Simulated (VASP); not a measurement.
Runs of VASP 6.6.1 on SiC. The structure is that of space group P6_3mc (No. 186), or close to it. The cells are those of the table. 

| task | level | potentials or basis | cell | k mesh | cutoff (eV) | smearing | gap on the mesh (eV) | pressure (GPa) | relaxed volume (Å³/atom) | largest force (eV/Å) |
| --- | --- | --- | --- | --- | --- | --- | --- | --- | --- | --- |
| single point | r2SCAN | VASP PAW PBE potentials, release 64 (Si, C) | a = 3.078, b = 3.078, c = 10.077 Å, angles 90.0, 90.0, 120.0°, 8 atoms | 12 × 12 × 4 | 520 | gaussian 0.01 eV | 2.61 | -0.2 | - | - |
| single point | LDA | VASP PAW LDA potentials, release 64 (Si, C) | a = 3.058, b = 3.058, c = 10.012 Å, angles 90.0, 90.0, 120.0°, 8 atoms | 12 × 12 × 2 | 520 | fermi-dirac 0.02 eV | 2.17 | 0.4 | - | - |
| relaxation of cell and atoms | LDA | VASP PAW LDA potentials, release 64 (Si, C) | relaxed from a = 3.094, b = 3.094, c = 10.130 Å, angles 90.0, 90.0, 120.0°, 8 atoms | 12 × 12 × 2 | 600 | fermi-dirac 0.02 eV | 2.17 | 0.0 | 10.15 | - |
| single point | LDA | VASP PAW LDA potentials, release 64 (Si, C) | a = 3.078, b = 3.078, c = 10.077 Å, angles 90.0, 90.0, 120.0°, 8 atoms | 12 × 12 × 4 | 520 | gaussian 0.01 eV | 2.17 | (a) | - | 0.01 |
| single point | PBE | VASP PAW PBE potentials, release 64 (Si, C) | a = 3.078, b = 3.078, c = 10.077 Å, angles 90.0, 90.0, 120.0°, 8 atoms | 12 × 12 × 4 | 520 | fermi-dirac 0.02 eV | 2.23 | 3.5 | - | 0.01 |
| single point | r2SCAN | VASP PAW PBE potentials, release 64 (Si, C) | a = 3.078, b = 3.078, c = 10.077 Å, angles 90.0, 90.0, 120.0°, 8 atoms | 12 × 12 × 2 | 520 | fermi-dirac 0.02 eV | 2.61 | -0.2 | - | - |
| relaxation of cell and atoms | PBE | VASP PAW PBE potentials, release 64 (Si, C) | relaxed from a = 3.076, b = 3.076, c = 10.071 Å, angles 90.0, 90.0, 120.0°, 8 atoms | 12 × 12 × 2 | 600 | fermi-dirac 0.02 eV | 2.22 | 0.1 | (b) | - |
| relaxation of cell and atoms | PBEsol | VASP PAW PBE potentials, release 64 (Si, C) | relaxed from a = 3.094, b = 3.094, c = 10.130 Å, angles 90.0, 90.0, 120.0°, 8 atoms | 12 × 12 × 2 | 600 | fermi-dirac 0.02 eV | 2.11 | 0.0 | 10.34 | - |
| single point | PBE | VASP PAW PBE potentials, release 64 (Si, C) | a = 3.078, b = 3.078, c = 10.077 Å, angles 90.0, 90.0, 120.0°, 8 atoms | 6 × 6 × 2 | 520 | gaussian 0.01 eV | 2.22 | 3.5 | - | 0.01 |
| single point | PBE | VASP PAW PBE potentials, release 64 (Si, C) | a = 3.094, b = 3.094, c = 10.130 Å, angles 90.0, 90.0, 120.0°, 8 atoms | 12 × 12 × 2 | 520 | fermi-dirac 0.02 eV | 2.22 | 0.0 | - | - |
| single point | PBEsol | VASP PAW PBE potentials, release 64 (Si, C) | a = 3.078, b = 3.078, c = 10.076 Å, angles 90.0, 90.0, 120.0°, 8 atoms | 12 × 12 × 2 | 520 | fermi-dirac 0.02 eV | 2.11 | 0.3 | - | - |

Alike in all rows: no spin polarisation.

Fill in the values left out.

(a) -3.8; (b) 10.49.

Caveats: the PAW data sets were made with another functional, which shifts forces and pressure a little (some runs).

A k mesh can miss the band edges.
